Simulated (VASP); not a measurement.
# Al (P6_3/mmc) in VASP: further runs

Aim: see how the results for Al move with the level of theory and the settings. Levels: PBEsol, BLYP, LDA. Tasks: single point.

Everything below comes from runs of VASP 6.6.1. Logs are shortened: lines on timing, memory, paths and dates and some standing lists are left out, and cuts for length are marked.

## 1. The cell of the first run

The structure is hexagonal, space group P6_3/mmc (No. 194). Conventional cell: a = 2.812 Å, b = 2.812 Å, c = 4.867 Å, α = 90.00°, β = 90.00°, γ = 120.00°. Al (site symmetry -6m2) has 12 Al at 2.81 to 2.93 Å within 3.7 Å.

This isn't the form of Al at room conditions, which is fcc.

## 2. Single point, PBEsol

Input file INCAR:

```
PREC = Accurate ; ENCUT = 500
EDIFF = 1E-6 ; ISMEAR = -1
SIGMA = 0.15 ; LREAL = False
LASPH = True ; NELM = 120
ALGO = Normal ; ISIF = 2
LWAVE = False ; LCHARG = False
GGA = PS ; NBANDS = 10
GGA_COMPAT = False
```

Input file KPOINTS:

```
Automatic mesh
0
Gamma
  7 7 4
  0 0 0.5
```

Input file POSCAR:

```
Al
1.0
    2.8124553500      0.0000000000      0.0000000000
   -1.4062276750      2.4356577801      0.0000000000
    0.0000000000      0.0000000000      4.8668500000
Al
2
Direct
    0.6666666667      0.3333333333      0.7500000000
    0.3333333333      0.6666666667      0.2500000000
```

Potentials or basis: VASP PAW PBE potentials, release 64 (Al).

Started as:

```console
> cat potpaw_PBE.64/Al/POTCAR > POTCAR
> mpirun -np 1 vasp_std > vasp.out
```

OUTCAR:

```text
PREC = Accurate
   ENCUT = 500
   EDIFF = 1E-6
   ISMEAR = -1
   LREAL = False
   LASPH = True
   NELM = 120
   ISIF = 2
   GGA = PS

 ion  position               nearest neighbor table
   1  0.667  0.333  0.750-   2 2.93   2 2.93   2 2.93   2 2.93   2 2.93   2 2.93
   2  0.333  0.667  0.250-   1 2.93   1 2.93   1 2.93   1 2.93   1 2.93   1 2.93

  LATTYP: Found a hexagonal cell.
 ALAT       =     2.8124553500
 C/A-ratio  =     1.7304630276

  Lattice vectors:

 A1 = (   2.8124553500,   0.0000000000,   0.0000000000)
 A2 = (  -1.4062276750,   2.4356577801,   0.0000000000)
 A3 = (   0.0000000000,   0.0000000000,   4.8668500000)

Analysis of symmetry for initial positions (statically):
=====================================================================
 Subroutine PRICEL returns:
 Original cell was already a primitive cell.

 Routine SETGRP: Setting up the symmetry group for a
 hexagonal supercell.

 Subroutine GETGRP returns: Found 24 space group operations
 (whereof 12 operations were pure point group operations)
 out of a pool of 24 trial point group operations.

The static configuration has the point symmetry D_3d.
 The point group associated with its full space group is D_6h.

Analysis of symmetry for dynamics (positions and initial velocities):
=====================================================================
 Subroutine PRICEL returns:
 Original cell was already a primitive cell.

 Routine SETGRP: Setting up the symmetry group for a
 hexagonal supercell.

 Subroutine GETGRP returns: Found 24 space group operations
 (whereof 12 operations were pure point group operations)
 out of a pool of 24 trial point group operations.

The dynamic configuration has the point symmetry D_3d.
 The point group associated with its full space group is D_6h.

 Subroutine INISYM returns: Found 24 space group operations
 (whereof 12 operations are pure point group operations),
 and found     1 'primitive' translations

----------------------------------------------------------------------------------------

                                     Primitive cell

  volume of cell :      33.3388

  direct lattice vectors                    reciprocal lattice vectors
[... 79 lines left out ...]
   LREAL  =      F    real-space projection
   EDIFFG = 0.1E-04   stopping-criterion for IOM
   NSW    =      0    number of steps for IOM
   IBRION =     -1    ionic relax: 0-MD 1-quasi-New 2-CG
   NFREE  =      0    steps in history (QN), initial steepest desc. (CG)
   ISIF   =      2    stress and relaxation
   ISYM   =      2    0-nonsym 1-usesym 2-fastsym
   POTIM  = 0.5000    time-step for ionic-motion
   TEBEG  =    0.0;   TEEND  =   0.0 temperature during run
   PSTRESS=    0.0 pullay stress
   NELECT =       6.0000    total number of electrons
   NUPDOWN=      -1.0000    fix difference up-down
   EMIN   =  10.00;   EMAX   =-10.00  energy-range for DOS
   EFERMI =   0.00;   METHOD = LEGACY
   ISMEAR =    -1;   SIGMA  =   0.15  broadening in eV -4-tet -1-fermi 0-gaus
   EFERMI_NEDOS =   21; number of points for ismear=-14 and -15
   IALGO  =     38    algorithm
   IMIX   =      4    mixing-type and parameters
     AMIX     =   0.40;   BMIX     =  1.00
     AMIX_MAG =   1.60;   BMIX_MAG =  1.00
  volume/ion in A,a.u.               =      16.67       112.49
  Fermi-wavevector in a.u.,A,eV,Ry     =   0.924291  1.746656 11.623640  0.854313
  Thomas-Fermi vector in A             =   2.050021
   LORBIT       =      0    0 simple, 1 ext, 2 COOP (PROOUT), +10 PAW based schemes
   GGA     = PS    functional components
   LHFCALC =     F    Hartree Fock is set to
   AEXX    =    0.0000 exact exchange contribution
   IVDW    =     0    specifies the selected vdW correction
   LEPSILON=     F    determine dielectric tensor
   LRPA    =     F    only Hartree local field effects (RPA)
 non-spin polarized calculation
  energy-cutoff  :      500.00
  volume of cell :       33.34
 maximum number of plane-waves:       856
 NGX is ok and might be reduce to    24
   NGX = 11   NGY = 11   NGZ = 17

 number of electron       6.0000000 magnetization

 Free energy of the ion-electron system (eV)
  ---------------------------------------------------
  ext. energy  EPLUGINS =         0.00000000
  ---------------------------------------------------
  free energy    TOTEN  =        -8.11051735 eV

  energy without entropy =       -8.02939811  energy(sigma->0) =       -8.06995773

 E-fermi :   7.8239     XC(G=0): -10.2192

 val. band max:        7.7954544368   @ k =   0.4286   0.1429   0.1250
 cond. band min:       7.9399429008   @ k =   0.2857   0.1429   0.3750
 fundamental gap:      0.1444884640
 Fermi energy:         7.8239287014

 k-point     1 :       0.0000    0.0000    0.1250
  band No.  band energies     occupation
      1      -3.1232      2.00000
      2       1.4801      2.00000
      3       4.4861      2.00000
      4      17.1333      0.00000
      5      19.3339      0.00000
      6      19.3339      0.00000
      7      19.5569      0.00000
      8      19.5569      0.00000
      9      21.7338      0.00000
     10      22.6270      0.00000
[... 183 lines left out ...]
 k-point    16 :       0.2857    0.2857    0.3750
  band No.  band energies     occupation
      1       3.5770      2.00000
      2       4.9775      2.00000
      3       6.9020      1.99573
      4       7.0673      1.98719
      5       8.5426      0.01647
      6       8.6842      0.00644
      7      14.0821      0.00000
      8      16.7682      0.00000
      9      17.3351      0.00000
     10      18.7737      0.00000

------------------------ aborting loop because EDIFF is reached ----------------------------------------

  FORCE on cell =-STRESS in cart. coord.  units (eV):
  Direction    XX          YY          ZZ          XY          YZ          ZX
  --------------------------------------------------------------------------------------
  -------------------------------------------------------------------------------------
  Total        0.4626251      0.4626251     -1.7379877      0.0000000      0.0000000      0.0000000
  in kB       22.2325819     22.2325819    -83.5232544      0.0000000      0.0000000      0.0000000
  external PRESSURE =     -13.0193635 kB  Pullay stress =       0.0000000 kB

 VOLUME and BASIS-vectors are now :
 -----------------------------------------------------------------------------
  energy-cutoff  :      500.00
  volume of cell :       33.34
      direct lattice vectors                 reciprocal lattice vectors
     2.812455350  0.000000000  0.000000000     0.355561200  0.205283355  0.000000000
    -1.406227675  2.435657780  0.000000000     0.000000000  0.410566709  0.000000000
     0.000000000  0.000000000  4.866850000     0.000000000  0.000000000  0.205471712

 POSITION                                       TOTAL-FORCE (eV/Angst)
 -----------------------------------------------------------------------------------
      1.40623      0.81189      3.65014         0.000000     -0.000000      0.000000
     -0.00000      1.62377      1.21671        -0.000000      0.000000      0.000000
 -----------------------------------------------------------------------------------
    total drift:                                0.000000     -0.000000     -0.000000

  FREE ENERGIE OF THE ION-ELECTRON SYSTEM (eV)
  ---------------------------------------------------
  free  energy   TOTEN  =        -8.1105173512 eV

  energy  without entropy=       -8.0293981077  energy(sigma->0) =       -8.06995773
```

Wall time 8.2 s (1 thread of Intel Xeon Platinum 8259CL at 2.50GHz (Skylake/Cascade Lake), shared host); peak memory 0.14 GiB.

What came out:

```yaml
Free_energy: -8.1105 eV
Pressure: -1.3 GPa
Band_gap_on_the_k_mesh: zero (bands 3 and 4 overlap by 3.82 eV)
```

Caveat: the k points lie up to 0.37 Å⁻¹ apart, too coarse for converged energies and pressures of a metal; the PAW data sets were made with another functional, which shifts forces and pressure a little.

## 3. Single point, BLYP

Input file INCAR:

```
SYSTEM = Al
  AGGAC = 1.0
  AGGAX = 1.0
  ALDAC = 0.0
  ALDAX = 1.0
  ALGO = Normal
  EDIFF = 1E-6
  ENCUT = 500
  GGA = B5
  GGA_COMPAT = .False.
  ISIF = 2
  ISMEAR = -1
  LASPH = .True.
  LCHARG = .True.
  LELF = .True.
  LREAL = .False.
  LVHAR = .True.
  LWAVE = .False.
  NBANDS = 10
  NELM = 120
  PREC = Accurate
  SIGMA = 0.15
```

KPOINTS is that of step 2.

POSCAR is that of step 2.

Potentials or basis: VASP PAW PBE potentials, release 64 (Al).

Started as:

```console
> cat potpaw_PBE.64/Al/POTCAR > POTCAR
> mpirun -np 1 vasp_std > vasp.out
```

OUTCAR:

```text
SYSTEM = Al
   EDIFF = 1E-6
   ENCUT = 500
   GGA = B5
   ISIF = 2
   ISMEAR = -1
   LASPH = .True.
   LREAL = .False.
   NELM = 120
   PREC = Accurate

 ion  position               nearest neighbor table
   1  0.667  0.333  0.750-   2 2.93   2 2.93   2 2.93   2 2.93   2 2.93   2 2.93
   2  0.333  0.667  0.250-   1 2.93   1 2.93   1 2.93   1 2.93   1 2.93   1 2.93

  LATTYP: Found a hexagonal cell.
 ALAT       =     2.8124553500
 C/A-ratio  =     1.7304630276

  Lattice vectors:

 A1 = (   2.8124553500,   0.0000000000,   0.0000000000)
 A2 = (  -1.4062276750,   2.4356577801,   0.0000000000)
 A3 = (   0.0000000000,   0.0000000000,   4.8668500000)

Analysis of symmetry for initial positions (statically):
=====================================================================
 Subroutine PRICEL returns:
 Original cell was already a primitive cell.

 Routine SETGRP: Setting up the symmetry group for a
 hexagonal supercell.

 Subroutine GETGRP returns: Found 24 space group operations
 (whereof 12 operations were pure point group operations)
 out of a pool of 24 trial point group operations.

[... 162 lines left out ...]
 k-point     1 :       0.0000    0.0000    0.1250
  band No.  band energies     occupation
      1      -2.5840      2.00000
      2       2.0041      2.00000
      3       5.0269      2.00000
      4      17.6221      0.00000
      5      19.7341      0.00000
      6      19.7341      0.00000
      7      20.0940      0.00000
      8      20.0940      0.00000
      9      22.1547      0.00000
     10      23.0705      0.00000
[... 183 lines left out ...]
 k-point    16 :       0.2857    0.2857    0.3750
  band No.  band energies     occupation
      1       4.1119      2.00000
      2       5.5189      2.00000
      3       7.4888      1.99306
      4       7.5545      1.98927
      5       9.0722      0.01486
      6       9.1336      0.00989
      7      14.5658      0.00000
      8      17.1602      0.00000
      9      17.9290      0.00000
     10      19.2872      0.00000

------------------------ aborting loop because EDIFF is reached ----------------------------------------

  FORCE on cell =-STRESS in cart. coord.  units (eV):
  Direction    XX          YY          ZZ          XY          YZ          ZX
  --------------------------------------------------------------------------------------
  -------------------------------------------------------------------------------------
  Total        1.4387858      1.4387858     -0.4388500      0.0000000     -0.0000000      0.0000000
  in kB       69.1443773     69.1443773    -21.0900126      0.0000000     -0.0000000      0.0000000
  external PRESSURE =      39.0662473 kB  Pullay stress =       0.0000000 kB

 VOLUME and BASIS-vectors are now :
 -----------------------------------------------------------------------------
  energy-cutoff  :      500.00
  volume of cell :       33.34
      direct lattice vectors                 reciprocal lattice vectors
     2.812455350  0.000000000  0.000000000     0.355561200  0.205283355  0.000000000
    -1.406227675  2.435657780  0.000000000     0.000000000  0.410566709  0.000000000
     0.000000000  0.000000000  4.866850000     0.000000000  0.000000000  0.205471712

 POSITION                                       TOTAL-FORCE (eV/Angst)
 -----------------------------------------------------------------------------------
      1.40623      0.81189      3.65014         0.000000     -0.000000      0.000000
     -0.00000      1.62377      1.21671        -0.000000      0.000000      0.000000
 -----------------------------------------------------------------------------------
    total drift:                                0.000000     -0.000000     -0.000000

  FREE ENERGIE OF THE ION-ELECTRON SYSTEM (eV)
  ---------------------------------------------------
  free  energy   TOTEN  =        -5.3257241274 eV

  energy  without entropy=       -5.2445084588  energy(sigma->0) =       -5.28511629
```

stdout:

```text
POSCAR found type information on POSCAR Al
 POSCAR found :  1 types and       2 ions
 scaLAPACK will be used
 -----------------------------------------------------------------------------
|                                                                             |
|                                                                             |
|     You enforced a specific xc type in the INCAR file but a different       |
|     I HOPE YOU KNOW WHAT YOU ARE DOING!                                     |
|                                                                             |
 -----------------------------------------------------------------------------

 LDA part: xc-table for (Slater(with rela. corr.)+VWN5), standard interpolation
 POSCAR, INCAR and KPOINTS ok, starting setup
 FFT: planning ... GRIDC
 FFT: planning ... GRID_SOFT
 FFT: planning ... GRID
 WAVECAR not read
 entering main loop
```

Wall time 14 s (1 thread of Intel Xeon Platinum 8259CL at 2.50GHz (Skylake/Cascade Lake), shared host); peak memory 0.14 GiB.

Results:

| Property | Result |
| --- | --- |
| Free energy | -5.3257 eV |
| Pressure | 3.9 GPa |
| Band gap on the k mesh | zero (bands 3 and 4 overlap by 3.81 eV) |

Stress tensor (GPa, compression positive):
```
 6.91  0.00  0.00
 0.00  6.91  0.00
 0.00  0.00 -2.11
```

Levels at points of the mesh, in eV from the Fermi level:
| k point | band 1 | band 2 | band 3 | band 4 | band 5 | band 6 | band 7 |
| --- | --- | --- | --- | --- | --- | --- | --- |
| (0.00, 0.00, 0.12) | -10.92 | -6.33 | -3.31 | 9.28 | 11.40 | 11.40 | 11.76 |

Caveat: the k points lie up to 0.37 Å⁻¹ apart, too coarse for converged energies and pressures of a metal; the PAW data sets were made with another functional, which shifts forces and pressure a little.

## 4. Single point, LDA

Input file INCAR:

```
PREC = Accurate
ENCUT = 500
EDIFF = 1E-6
ISMEAR = -1
SIGMA = 0.15
LREAL = F
LASPH = T
NELM = 120
ALGO = Normal
ISIF = 2
LWAVE = F
LCHARG = F
NBANDS = 10
GGA_COMPAT = F
```

KPOINTS is that of step 3.

POSCAR is that of step 3.

Potentials or basis: VASP PAW LDA potentials, release 64 (Al).

Started as:

```console
> cat potpaw_LDA.64/Al/POTCAR > POTCAR
> mpirun -np 1 vasp_std > vasp.out
```

OUTCAR:

```text
PREC = Accurate
   ENCUT = 500
   EDIFF = 1E-6
   ISMEAR = -1
   LREAL = F
   LASPH = T
   NELM = 120
   ISIF = 2

 ion  position               nearest neighbor table
   1  0.667  0.333  0.750-   2 2.93   2 2.93   2 2.93   2 2.93   2 2.93   2 2.93
   2  0.333  0.667  0.250-   1 2.93   1 2.93   1 2.93   1 2.93   1 2.93   1 2.93

  LATTYP: Found a hexagonal cell.
 ALAT       =     2.8124553500
 C/A-ratio  =     1.7304630276

  Lattice vectors:

 A1 = (   2.8124553500,   0.0000000000,   0.0000000000)
 A2 = (  -1.4062276750,   2.4356577801,   0.0000000000)
 A3 = (   0.0000000000,   0.0000000000,   4.8668500000)

Analysis of symmetry for initial positions (statically):
=====================================================================
 Subroutine PRICEL returns:
 Original cell was already a primitive cell.

 Routine SETGRP: Setting up the symmetry group for a
 hexagonal supercell.

 Subroutine GETGRP returns: Found 24 space group operations
 (whereof 12 operations were pure point group operations)
 out of a pool of 24 trial point group operations.

The static configuration has the point symmetry D_3d.
[... 162 lines left out ...]
  band No.  band energies     occupation
      1      -3.2521      2.00000
      2       1.3377      2.00000
      3       4.3419      2.00000
      4      16.9375      0.00000
      5      19.0645      0.00000
      6      19.0645      0.00000
      7      19.3671      0.00000
      8      19.3671      0.00000
      9      21.4680      0.00000
     10      22.4036      0.00000
[... 183 lines left out ...]
 k-point    16 :       0.2857    0.2857    0.3750
  band No.  band energies     occupation
      1       3.4356      2.00000
      2       4.8394      2.00000
      3       6.7741      1.99458
      4       6.8948      1.98793
      5       8.3800      0.01636
      6       8.4854      0.00814
      7      13.8779      0.00000
      8      16.5035      0.00000
      9      17.1726      0.00000
     10      18.5823      0.00000

------------------------ aborting loop because EDIFF is reached ----------------------------------------

  FORCE on cell =-STRESS in cart. coord.  units (eV):
  Direction    XX          YY          ZZ          XY          YZ          ZX
  --------------------------------------------------------------------------------------
  -------------------------------------------------------------------------------------
  Total        0.0830893      0.0830893     -1.9991848      0.0000000     -0.0000000      0.0000000
  in kB        3.9930586      3.9930586    -96.0757199      0.0000000     -0.0000000      0.0000000
  external PRESSURE =     -29.3632009 kB  Pullay stress =       0.0000000 kB

 VOLUME and BASIS-vectors are now :
 -----------------------------------------------------------------------------
  energy-cutoff  :      500.00
  volume of cell :       33.34
      direct lattice vectors                 reciprocal lattice vectors
     2.812455350  0.000000000  0.000000000     0.355561200  0.205283355  0.000000000
    -1.406227675  2.435657780  0.000000000     0.000000000  0.410566709  0.000000000
     0.000000000  0.000000000  4.866850000     0.000000000  0.000000000  0.205471712

 POSITION                                       TOTAL-FORCE (eV/Angst)
 -----------------------------------------------------------------------------------
      1.40623      0.81189      3.65014         0.000000     -0.000000      0.000000
     -0.00000      1.62377      1.21671        -0.000000      0.000000     -0.000000
 -----------------------------------------------------------------------------------
    total drift:                                0.000000     -0.000000     -0.000000

  FREE ENERGIE OF THE ION-ELECTRON SYSTEM (eV)
  ---------------------------------------------------
  free  energy   TOTEN  =        -8.2971394414 eV

  energy  without entropy=       -8.2156978158  energy(sigma->0) =       -8.25641863
```

Wall time 4.3 s (1 thread of Intel Xeon Platinum 8259CL at 2.50GHz (Skylake/Cascade Lake), shared host); peak memory 0.12 GiB.

Results:

- Free energy: -8.2971 eV
- Pressure: -2.9 GPa
- Band gap on the k mesh: zero (bands 3 and 4 overlap by 3.82 eV)

Stress tensor (GPa, compression positive):
```
 0.40  0.00  0.00
 0.00  0.40  0.00
 0.00  0.00 -9.61
```

Caveat: the k points lie up to 0.37 Å⁻¹ apart, too coarse for converged energies and pressures of a metal.

## 5. The runs side by side

```csv
level,potentials or basis,gap on the mesh (eV),pressure (GPa)
PBEsol,"VASP PAW PBE potentials, release 64 (Al)",none,-1.3
BLYP,"VASP PAW PBE potentials, release 64 (Al)",none,3.9
LDA,"VASP PAW LDA potentials, release 64 (Al)",none,-2.9
```

Alike in all rows: task single point; no spin polarisation; cell as given; k mesh 7 × 7 × 4, shifted; cutoff (eV) 500; smearing fermi-dirac 0.15 eV.

Caveats: all runs use coarse meshes; the PAW data sets were made with another functional, which shifts forces and pressure a little (at least some runs).

Total energies depend on the potentials used, so only differences within one code and one set of settings carry meaning.
